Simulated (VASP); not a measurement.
Here is a VASP 6.6.1 calculation.

INCAR

```
PREC     = Accurate       # precision mode
ENCUT    = 500            # plane-wave cutoff, eV
EDIFF    = 1E-6           # SCF threshold, eV
ISMEAR   = 0              # smearing method
SIGMA    = 0.05           # smearing width, eV
LREAL    = False          # projectors in reciprocal space
LASPH    = True           # aspherical terms in the spheres
NELM     = 120            # most SCF steps
ALGO     = Normal         # electronic algorithm
ISIF     = 2              # what is computed and relaxed
LWAVE    = False          # write WAVECAR
LCHARG   = False          # write CHGCAR
GGA      = PS             # functional
IVDW     = 12             # dispersion correction
NBANDS   = 11             # bands
GGA_COMPAT= False
```

File KPOINTS:

```
regular mesh
0
Gamma
  7 7 7
```

Contents of POSCAR:

```
Ca
1.0
    2.1156813600      2.1156813600      2.1156813600
   -2.1156813600      2.1156813600      2.1156813600
   -2.1156813600     -2.1156813600      2.1156813600
Ca
1
Direct
    0.0000000000      0.0000000000      0.0000000000
```

Potentials or basis: VASP PAW PBE potentials, release 64 (Ca_sv).

The run is started by

```bash
$ cat potpaw_PBE.64/Ca_sv/POTCAR > POTCAR
$ mpirun -np 1 vasp_std > vasp.out
```

Question: Predict the dispersion energy per atom.

Answer: -0.267 eV.

Question: Predict the band gap on the k mesh.

Answer: Zero (band 5 reaches 2.65 eV, above the bottom of band 6 at 2.41 eV).

Question: Predict the pressure.

Answer: -0.1 GPa.

Caveat: three body term missing; the PAW data sets were made with another functional, which shifts forces and pressure a little; pairwise dispersion overbinds metals, which lowers pressure and volume.
